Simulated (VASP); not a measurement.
# Zn (Pm-3m) in VASP: notebook, part 2 of 2

VASP 6.6.1.

## (5) Relaxation of cell and atoms, PBE, target pressure 5 GPa, at which the enthalpy is minimised

This run uses another cell than the first one, of 16.78 Å³/atom, 1.005 times its volume.

Contents of INCAR:

```
ALGO     = Normal         # electronic algorithm
EDIFF    = 1E-6           # SCF threshold, eV
EDIFFG   = -0.02          # ionic threshold
ENCUT    = 600            # plane-wave cutoff, eV
GGA      = PE             # functional
IBRION   = 2              # ionic algorithm
ISIF     = 3              # what is computed and relaxed
ISMEAR   = -1             # smearing method
LASPH    = True           # aspherical terms in the spheres
LCHARG   = False          # write CHGCAR
LREAL    = False          # projectors in reciprocal space
LWAVE    = False          # write WAVECAR
NELM     = 80             # most SCF steps
NSW      = 80             # ionic steps
PREC     = Accurate       # precision mode
PSTRESS  = 50.0         
SIGMA    = 0.05           # smearing width, eV
```

Contents of KPOINTS:

```
k-points
0
Gamma
  9 9 9
```

Contents of POSCAR:

```
Zn
1.0
    2.5600000000      0.0000000000      0.0000000000
    0.0000000000      2.5600000000      0.0000000000
    0.0000000000      0.0000000000      2.5600000000
Zn
1
Direct
    0.0000000000      0.0000000000      0.0000000000
```

Potentials or basis: VASP PAW PBE potentials, release 64 (Zn).

On the command line:

```console
cat potpaw_PBE.64/Zn/POTCAR > POTCAR
mpirun -np 1 vasp_std > vasp.out
```

OUTCAR:

```text
EDIFF = 1E-6
   EDIFFG = -0.02
   ENCUT = 600
   GGA = PE
   IBRION = 2
   ISIF = 3
   ISMEAR = -1
   LASPH = True
   LREAL = False
   NELM = 80
   NSW = 80
   PREC = Accurate
   PSTRESS = 50.0

 ion  position               nearest neighbor table
   1  0.000  0.000  0.000-

  LATTYP: Found a simple cubic cell.
 ALAT       =     2.5600000000

  Lattice vectors:

 A1 = (   2.5600000000,   0.0000000000,   0.0000000000)
[... 497 lines left out ...]

  FORCE on cell =-STRESS in cart. coord.  units (eV):
  Direction    XX          YY          ZZ          XY          YZ          ZX
  --------------------------------------------------------------------------------------
  -------------------------------------------------------------------------------------
  Total        0.5088816      0.5088816      0.5088816     -0.0000000     -0.0000000      0.0000000
  in kB       48.5967780     48.5967780     48.5967780     -0.0000000     -0.0000000      0.0000000
  external PRESSURE =      -1.4032220 kB  Pullay stress =      50.0000000 kB

 VOLUME and BASIS-vectors are now :
 -----------------------------------------------------------------------------
  energy-cutoff  :      600.00
  volume of cell :       16.78
      direct lattice vectors                 reciprocal lattice vectors
     2.560000000  0.000000000  0.000000000     0.390625000  0.000000000  0.000000000
     0.000000000  2.560000000  0.000000000     0.000000000  0.390625000  0.000000000
     0.000000000  0.000000000  2.560000000     0.000000000  0.000000000  0.390625000

 POSITION                                       TOTAL-FORCE (eV/Angst)
 -----------------------------------------------------------------------------------
      0.00000      0.00000      0.00000         0.000000      0.000000      0.000000
 -----------------------------------------------------------------------------------
    total drift:                                0.000000      0.000000      0.000000

  FREE ENERGIE OF THE ION-ELECTRON SYSTEM (eV)
  ---------------------------------------------------
  free  energy   TOTEN  =        -0.8603747773 eV

  energy  without entropy=       -0.8551811087  energy(sigma->0) =       -0.85777794

  enthalpy is  TOTEN    =        -0.3367992752 eV   P V=        0.5235755021

 reached required accuracy - stopping structural energy minimisation
```

It took 3.2 s on 1 thread of Intel Xeon 6975P-C (Granite Rapids), shared host; peak memory 0.12 GiB.

Results:

| Property | Result |
| --- | --- |
| Free energy | -0.8604 eV |
| Pressure after relaxing | 4.9 GPa |
| Band gap on the k mesh | zero (band 6 reaches 6.39 eV, above the bottom of band 7 at 0.73 eV) |

Final structure:
```
CELL_PARAMETERS angstrom
2.56000 0.00000 0.00000
0.00000 2.56000 0.00000
0.00000 0.00000 2.56000
ATOMIC_POSITIONS crystal
Zn 0.00000 0.00000 0.00000
```

Levels at points of the mesh, in eV from the Fermi level:
```tsv
k point	band 2	band 3	band 4	band 5	band 6	band 7	band 8	band 9	band 10
(0.00, 0.00, 0.00)	-8.02	-8.02	-6.69	-6.69	-6.69	13.01	13.01	13.01	15.97
```

Caveat: the relaxation stopped at its first step, so nothing moved; the cell is relaxed towards a set pressure, so the enthalpy falls and the energy may rise.

## (6) Relaxation of cell and atoms, PBE, target pressure 10 GPa, at which the enthalpy is minimised

This run uses another cell than the first one, of 16.78 Å³/atom, 1.005 times its volume.

Contents of INCAR:

```
  PREC = Accurate
  ENCUT = 600
  EDIFF = 1E-7
  ISMEAR = -1
  SIGMA = 0.05
  LREAL = False
  LASPH = True
  NELM = 80
  ALGO = Normal
  ISIF = 3
  LWAVE = False
  LCHARG = False
  GGA = PE
  IBRION = 2
  NSW = 80
  EDIFFG = -0.02
  PSTRESS = 100.0
```

Contents of KPOINTS:

```
Automatic mesh
0
Gamma
  9 9 9
```

POSCAR is that of step 5.

Potentials or basis: VASP PAW PBE potentials, release 64 (Zn).

On the command line:

```console
cat potpaw_PBE.64/Zn/POTCAR > POTCAR
mpirun -np 1 vasp_std > vasp.out
```

Run time: 7 s. Hardware: 1 thread of Intel Xeon 6975P-C (Granite Rapids), shared host; peak memory 0.12 GiB.

Results (log left out):

```
Free energy                                            : -0.8157 eV
Relaxed volume                                         : 15.80 Å³/atom
Relaxed cell                                           : a = 2.509 Å, b = 2.509 Å, c = 2.509 Å, α = 90.00°, β = 90.00°, γ = 90.00°
Space group after relaxing (to 0.05 Å)                 : Pm-3m (No. 221)
Energy change on relaxing (the enthalpy is what falls) : +44.6 meV/atom
Ionic steps                                            : 3
Pressure after relaxing                                : 10.0 GPa
Band gap on the k mesh                                 : zero (band 6 reaches 6.99 eV, above the bottom of band 7 at 1.09 eV)
```

The path:
```tsv
step	energy change (eV)	largest force (eV/Å)	pressure (GPa)	volume (Å³)
1	0.0000	0.0000	4.88	16.78
2	0.0643	0.0000	11.87	15.51
3	0.0446	0.0000	10.03	15.80
```

Final structure:
```
Zn
1.0
     2.50916    0.00000    0.00000
     0.00000    2.50916    0.00000
     0.00000    0.00000    2.50916
Zn
1
Direct
  0.00000 0.00000 0.00000
```

Levels at points of the mesh, in eV from the Fermi level:
| k point | band 4 | band 5 | band 6 | band 7 | band 8 | band 9 |
| --- | --- | --- | --- | --- | --- | --- |
| (0.00, 0.00, 0.00) | -6.75 | -6.75 | -6.75 | 13.54 | 13.54 | 13.54 |

Caveat: the cell is relaxed towards a set pressure, so the enthalpy falls and the energy may rise.

## (7) Relaxation of cell and atoms, PBE, target pressure 20 GPa, at which the enthalpy is minimised

This run uses another cell than the first one, of 16.78 Å³/atom, 1.005 times its volume.

Contents of INCAR:

```
PREC     = Accurate       # precision mode
ENCUT    = 600            # plane-wave cutoff, eV
EDIFF    = 1E-6           # SCF threshold, eV
ISMEAR   = -1             # smearing method
SIGMA    = 0.05           # smearing width, eV
LREAL    = F              # projectors in reciprocal space
LASPH    = T              # aspherical terms in the spheres
NELM     = 80             # most SCF steps
ALGO     = Normal         # electronic algorithm
ISIF     = 3              # what is computed and relaxed
LWAVE    = F              # write WAVECAR
LCHARG   = F              # write CHGCAR
GGA      = PE             # functional
IBRION   = 2              # ionic algorithm
NSW      = 80             # ionic steps
EDIFFG   = -0.02          # ionic threshold
PSTRESS  = 200.0
```

KPOINTS is that of step 6.

POSCAR is that of step 6.

On the command line:

```console
cat potpaw_PBE.64/Zn/POTCAR > POTCAR
mpirun -np 1 vasp_std > vasp.out
```

Run time: 6.8 s. Hardware: 1 thread of Intel Xeon 6975P-C (Granite Rapids), shared host; peak memory 0.12 GiB.

It converged, with:

```yaml
Free_energy: -0.6996 eV
Relaxed_volume: 14.52 Å³/atom
Relaxed_cell: a = 2.440 Å, b = 2.440 Å, c = 2.440 Å, α = 90.00°, β = 90.00°, γ = 90.00°
Space_group_after_relaxing_to_0.05_Å: Pm-3m (No. 221)
Energy_change_on_relaxing_the_enthalpy_is_what_falls: +160.8 meV/atom
Ionic_steps: 3
Pressure_after_relaxing: 19.8 GPa
Band_gap_on_the_k_mesh: zero (band 6 reaches 7.89 eV, above the bottom of band 7 at 1.68 eV)
```

The path:
```csv
step,energy change (eV),largest force (eV/Å),pressure (GPa),volume (Å³)
1,0.0000,0.0000,4.86,16.78
2,0.3811,0.0000,35.43,13.21
3,0.1608,0.0000,19.80,14.52
```

Final structure:
```xyz
1
Lattice="2.4396 0.0000 0.0000 0.0000 2.4396 0.0000 0.0000 0.0000 2.4396" Properties=species:S:1:pos:R:3 pbc="T T T"
Zn    0.0000    0.0000    0.0000
```

Levels at points of the mesh, in eV from the Fermi level:
| k point | band 2 | band 3 | band 4 | band 5 | band 6 | band 7 | band 8 | band 9 | band 10 |
| --- | --- | --- | --- | --- | --- | --- | --- | --- | --- |
| (0.00, 0.00, 0.00) | -8.57 | -8.57 | -6.85 | -6.85 | -6.85 | 14.31 | 14.31 | 14.31 | 17.40 |

Caveat: the cell is relaxed towards a set pressure, so the enthalpy falls and the energy may rise.

## (8) Summary

```tsv
task	cell	cutoff (eV)	gap on the mesh (eV)	pressure (GPa)
single point	a = 2.556 Å, 1 atom	520	none	5.3
single point	a = 2.625 Å, 1 atom	520	none	0.3
relaxation of cell and atoms	relaxed from a = 2.560 Å, 1 atom	600	none	0.0
relaxation of cell and atoms	relaxed to 5 GPa from a = 2.560 Å, 1 atom	600	none	4.9
relaxation of cell and atoms	relaxed to 10 GPa from a = 2.560 Å, 1 atom	600	none	10.0
relaxation of cell and atoms	relaxed to 20 GPa from a = 2.560 Å, 1 atom	600	none	19.8
```

Alike in all rows: level PBE; potentials or basis VASP PAW PBE potentials, release 64 (Zn); no spin polarisation; k mesh 9 × 9 × 9; smearing fermi-dirac 0.05 eV.

Caveats: the cell is relaxed towards a set pressure, so the enthalpy falls and the energy may rise (some runs); the relaxation stopped at its first step, so nothing moved (some runs).

Absolute energies hang on the potentials; compare differences alone.
